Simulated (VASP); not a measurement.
# Be (P6_3/mmc) in VASP: further runs

Runs on Be. Level: PBE. Tasks: single point, relaxation of cell and atoms.

Program: VASP 6.6.1. These are calculated values, not measurements. Logs are shortened: lines on timing, memory, paths and dates and some standing lists are left out, and cuts for length are marked.

### Step 1. The cell of the first run

It takes space group P6_3/mmc (No. 194, hexagonal). Conventional cell: a = 2.263 Å, b = 2.263 Å, c = 3.567 Å, α = 90.00°, β = 90.00°, γ = 120.00°. Be (site symmetry -6m2) has 12 Be at 2.21 to 2.26 Å within 2.9 Å.

### Step 2. Single point, PBE

INCAR

```
SYSTEM = Be
  PREC = Accurate
  ENCUT = 520
  EDIFF = 1E-6
  ISMEAR = 0
  SIGMA = 0.1
  LREAL = .False.
  LASPH = .True.
  NELM = 80
  ALGO = Normal
  ISIF = 2
  LWAVE = .False.
  LCHARG = .True.
  GGA = PE
  LELF = .True.
  LVHAR = .True.
  NBANDS = 9
```

KPOINTS

```
Automatic mesh
0
Gamma
  21 21 12
  0 0 0
```

POSCAR

```
Be
1.0
    2.2626981586      0.0000000000      0.0000000000
   -1.1313490793      1.9595540864      0.0000000000
    0.0000000000      0.0000000000      3.5667383307
Be
2
Direct
    0.3333333333      0.6666666667      0.2500000000
    0.6666666667      0.3333333333      0.7500000000
```

Potentials or basis: VASP PAW PBE potentials, release 64 (Be).

Command:

```
$ cat potpaw_PBE.64/Be/POTCAR > POTCAR
$ mpirun -np 1 vasp_std > vasp.out
```

OUTCAR:

```text
SYSTEM = Be
   PREC = Accurate
   ENCUT = 520
   EDIFF = 1E-6
   ISMEAR = 0
   LREAL = .False.
   LASPH = .True.
   NELM = 80
   ISIF = 2
   GGA = PE

 ion  position               nearest neighbor table
   1  0.333  0.667  0.250-   2 2.21   2 2.21   2 2.21   2 2.21   2 2.21   2 2.21
   2  0.667  0.333  0.750-   1 2.21   1 2.21   1 2.21   1 2.21   1 2.21   1 2.21

  LATTYP: Found a hexagonal cell.
 ALAT       =     2.2626981586
 C/A-ratio  =     1.5763208703

  Lattice vectors:

 A1 = (   2.2626981586,   0.0000000000,   0.0000000000)
 A2 = (  -1.1313490793,   1.9595540864,   0.0000000000)
 A3 = (   0.0000000000,   0.0000000000,   3.5667383307)

Analysis of symmetry for initial positions (statically):
=====================================================================
 Subroutine PRICEL returns:
 Original cell was already a primitive cell.

 Routine SETGRP: Setting up the symmetry group for a
 hexagonal supercell.

 Subroutine GETGRP returns: Found 24 space group operations
 (whereof 12 operations were pure point group operations)
 out of a pool of 24 trial point group operations.

The static configuration has the point symmetry D_3d.
 The point group associated with its full space group is D_6h.

Analysis of symmetry for dynamics (positions and initial velocities):
=====================================================================
 Subroutine PRICEL returns:
 Original cell was already a primitive cell.

 Routine SETGRP: Setting up the symmetry group for a
 hexagonal supercell.

 Subroutine GETGRP returns: Found 24 space group operations
 (whereof 12 operations were pure point group operations)
 out of a pool of 24 trial point group operations.

The dynamic configuration has the point symmetry D_3d.
 The point group associated with its full space group is D_6h.

 Subroutine INISYM returns: Found 24 space group operations
 (whereof 12 operations are pure point group operations),
 and found     1 'primitive' translations

----------------------------------------------------------------------------------------

                                     Primitive cell

  volume of cell :      15.8145

  direct lattice vectors                    reciprocal lattice vectors
     2.262698159  0.000000000  0.000000000     0.441950243  0.255160092  0.000000000
    -1.131349079  1.959554086  0.000000000     0.000000000  0.510320183  0.000000000
     0.000000000  0.000000000  3.566738331     0.000000000  0.000000000  0.280368198

  length of vectors
     2.262698159  2.262698159  3.566738331     0.510320183  0.510320183  0.280368198

  position of ions in fractional coordinates (direct lattice)
     0.333333333  0.666666667  0.250000000
     0.666666667  0.333333333  0.750000000

  ion indices of the primitive-cell ions
   primitive index   ion index
                 1           1
                 2           2

----------------------------------------------------------------------------------------

 KPOINTS: Automatic mesh

Automatic generation of k-mesh.
 Grid dimensions read from file:
 generate k-points for:   21   21   12

 Generating k-lattice:

  Cartesian coordinates                     Fractional coordinates (reciprocal lattice)
     0.021045250  0.012150481  0.000000000     0.047619048  0.000000000  0.000000000
     0.000000000  0.024300961  0.000000000     0.000000000  0.047619048  0.000000000
     0.000000000  0.000000000  0.023364017     0.000000000  0.000000000  0.083333333

  Length of vectors
     0.024300961  0.024300961  0.023364017

  Shift w.r.t. Gamma in fractional coordinates (k-lattice)
     0.000000000  0.000000000  0.000000000

 Subroutine IBZKPT returns following result:
 ===========================================

 Found    336 irreducible k-points:

 Following reciprocal coordinates:
            Coordinates               Weight
  0.000000  0.000000  0.000000      1.000000
  0.047619  0.000000  0.000000      6.000000
  0.095238  0.000000  0.000000      6.000000
  0.142857  0.000000  0.000000      6.000000
  0.190476  0.000000  0.000000      6.000000
  0.238095  0.000000  0.000000      6.000000
[... 16 lines left out ...]
  0.142857  0.095238  0.000000     12.000000
  0.190476  0.095238  0.000000     12.000000
 [... further k-points ...]
   k-points           NKPTS =    336   k-points in BZ     NKDIM =    336   number of bands    NBANDS=      9
   number of dos      NEDOS =    301   number of ions     NIONS =      2
   total plane-waves  NPLWV =   9072
   dimension x,y,z NGX =    18 NGY =   18 NGZ =   28
   dimension x,y,z NGXF=    36 NGYF=   36 NGZF=   56
   ions per type =               2
   NGX,Y,Z   is equivalent  to a cutoff of  13.23, 13.23, 13.05 a.u.
   NGXF,Y,Z  is equivalent  to a cutoff of  26.45, 26.45, 26.10 a.u.
 SYSTEM =  Be
   PREC   = accura    normal or accurate (medium, high low for compatibility)
   ISTART =      0    job   : 0-new  1-cont  2-samecut
   ICHARG =      2    charge: 1-file 2-atom 10-const
   ISPIN  =      1    spin polarized calculation?
   LNONCOLLINEAR =      F non collinear calculations
   LSORBIT =      F    spin-orbit coupling
   LASPH  =      T    aspherical Exc in radial PAW
   ENCUT  =  520.0 eV  38.22 Ry    6.18 a.u.   4.21  4.21  6.63*2*pi/ulx,y,z
   NELM   =     80;   NELMIN=  2; NELMDL= -5     # of ELM steps
   EDIFF  = 0.1E-05   stopping-criterion for ELM
   LREAL  =      F    real-space projection
   EDIFFG = 0.1E-04   stopping-criterion for IOM
   NSW    =      0    number of steps for IOM
   IBRION =     -1    ionic relax: 0-MD 1-quasi-New 2-CG
   NFREE  =      0    steps in history (QN), initial steepest desc. (CG)
   ISIF   =      2    stress and relaxation
   ISYM   =      2    0-nonsym 1-usesym 2-fastsym
   POTIM  = 0.5000    time-step for ionic-motion
   TEBEG  =    0.0;   TEEND  =   0.0 temperature during run
   PSTRESS=    0.0 pullay stress
   NELECT =       4.0000    total number of electrons
   NUPDOWN=      -1.0000    fix difference up-down
   EMIN   =  10.00;   EMAX   =-10.00  energy-range for DOS
   EFERMI =   0.00;   METHOD = LEGACY
   ISMEAR =     0;   SIGMA  =   0.10  broadening in eV -4-tet -1-fermi 0-gaus
   EFERMI_NEDOS =   21; number of points for ismear=-14 and -15
   IALGO  =     38    algorithm
   IMIX   =      4    mixing-type and parameters
     AMIX     =   0.40;   BMIX     =  1.00
     AMIX_MAG =   1.60;   BMIX_MAG =  1.00
  volume/ion in A,a.u.               =       7.91        53.36
  Fermi-wavevector in a.u.,A,eV,Ry     =   1.035324  1.956479 14.584039  1.071897
  Thomas-Fermi vector in A             =   2.169662
   LORBIT       =      0    0 simple, 1 ext, 2 COOP (PROOUT), +10 PAW based schemes
   GGA     = PE    functional components
   LHFCALC =     F    Hartree Fock is set to
   AEXX    =    0.0000 exact exchange contribution
   IVDW    =     0    specifies the selected vdW correction
   LEPSILON=     F    determine dielectric tensor
   LRPA    =     F    only Hartree local field effects (RPA)
 non-spin polarized calculation
 Gauss-broadening in eV      SIGMA  =   0.10
  energy-cutoff  :      520.00
  volume of cell :       15.81
 maximum number of plane-waves:       446
 NGX is ok and might be reduce to    18
   NGX =  9   NGY =  9   NGZ = 13

 number of electron       4.0000000 magnetization

 Free energy of the ion-electron system (eV)
  ---------------------------------------------------
  ext. energy  EPLUGINS =         0.00000000
  ---------------------------------------------------
  free energy    TOTEN  =        -7.53054746 eV

  energy without entropy =       -7.52900915  energy(sigma->0) =       -7.52977830

 E-fermi :   7.0658     XC(G=0): -10.6052

 val. band max:        7.0273804138   @ k =   0.2857   0.2381   0.0833
 cond. band min:       7.0679276593   @ k =   0.3333   0.2857   0.3333
 fundamental gap:      0.0405472455
 Fermi energy:         7.0658147710

 k-point     1 :       0.0000    0.0000    0.0000
  band No.  band energies     occupation
      1      -4.3267      2.00000
      2       2.5735      2.00000
      3       8.1169      0.00000
      4      23.0403      0.00000
      5      23.0403      0.00000
      6      25.8813      0.00000
      7      25.8813      0.00000
      8      27.9223      0.00000
      9      34.1431      0.00000

 k-point     2 :       0.0476    0.0000    0.0000
  band No.  band energies     occupation
      1      -4.2615      2.00000
      2       2.6590      2.00000
      3       8.1366      0.00000
      4      22.4867      0.00000
      5      22.6138      0.00000
      6      25.8883      0.00000
      7      26.1159      0.00000
      8      27.8039      0.00000
      9      32.9600      0.00000

 k-point     3 :       0.0952    0.0000    0.0000
  band No.  band energies     occupation
      1      -4.0656      2.00000
      2       2.9154      2.00000
      3       8.1928      0.00000
      4      21.0779      0.00000
      5      21.7014      0.00000
      6      25.8597      0.00000
      7      26.4225      0.00000
      8      27.4027      0.00000
      9      31.1716      0.00000

 k-point     4 :       0.1429    0.0000    0.0000
  band No.  band energies     occupation
      1      -3.7390      2.00000
      2       3.3420      2.00000
      3       8.2738      0.00000
      4      19.2479      0.00000
      5      20.6804      0.00000
      6      25.7045      0.00000
      7      26.4298      0.00000
      8      26.5914      0.00000
      9      29.2777      0.00000
[... 205 lines left out ...]
 k-point    22 :       0.0952    0.0952    0.0000
  band No.  band energies     occupation
      1      -3.5427      2.00000
      2       3.5976      2.00000
      3       8.3232      0.00000
      4      18.8177      0.00000
      5      19.4521      0.00000
      6      25.7188      0.00000
      7      26.0527      0.00000
      8      26.1506      0.00000
      9      30.1016      0.00000

 k-point    23 :       0.1429    0.0952    0.0000
  band No.  band energies     occupation
      1      -3.0846      2.00000
      2       4.1927      2.00000
      3       8.4048      0.00000
      4      17.0376      0.00000
      5      18.4219      0.00000
      6      24.9366      0.00000
      7      25.1458      0.00000
      8      25.5152      0.00000
      9      29.4423      0.00000

 k-point    24 :       0.1905    0.0952    0.0000
  band No.  band energies     occupation
      1      -2.4954      2.00000
      2       4.9546      2.00000
      3       8.4318      0.00000
      4      15.2452      0.00000
      5      17.5287      0.00000
      6      23.3082      0.00000
      7      24.0324      0.00000
      8      25.0321      0.00000
      9      28.8294      0.00000

 [... further k-points ...]

------------------------ aborting loop because EDIFF is reached ----------------------------------------

  FORCE on cell =-STRESS in cart. coord.  units (eV):
  Direction    XX          YY          ZZ          XY          YZ          ZX
  --------------------------------------------------------------------------------------
  -------------------------------------------------------------------------------------
  Total        0.0131813      0.0131813      0.0172328      0.0000000     -0.0000000      0.0000000
  in kB        1.3354076      1.3354076      1.7458698      0.0000000     -0.0000000      0.0000000
  external PRESSURE =       1.4722284 kB  Pullay stress =       0.0000000 kB

 VOLUME and BASIS-vectors are now :
 -----------------------------------------------------------------------------
  energy-cutoff  :      520.00
  volume of cell :       15.81
      direct lattice vectors                 reciprocal lattice vectors
     2.262698159  0.000000000  0.000000000     0.441950243  0.255160092  0.000000000
    -1.131349079  1.959554086  0.000000000     0.000000000  0.510320183  0.000000000
     0.000000000  0.000000000  3.566738331     0.000000000  0.000000000  0.280368198

 POSITION                                       TOTAL-FORCE (eV/Angst)
 -----------------------------------------------------------------------------------
     -0.00000      1.30637      0.89168         0.000000     -0.000000      0.000000
      1.13135      0.65318      2.67505        -0.000000      0.000000      0.000000
 -----------------------------------------------------------------------------------
    total drift:                                0.000000     -0.000000      0.000000

  FREE ENERGIE OF THE ION-ELECTRON SYSTEM (eV)
  ---------------------------------------------------
  free  energy   TOTEN  =        -7.5305474633 eV

  energy  without entropy=       -7.5290091460  energy(sigma->0) =       -7.52977830
```

It took 27 s on 1 thread of AMD EPYC 7R13 (Zen 3), shared host; peak memory 0.12 GiB.

What came out:

* Free energy: -7.5305 eV
* Pressure: 0.1 GPa
* Band gap on the k mesh: zero (band 2 reaches 8.02 eV, above the bottom of band 3 at 5.93 eV)

[end of part 1 of 2]
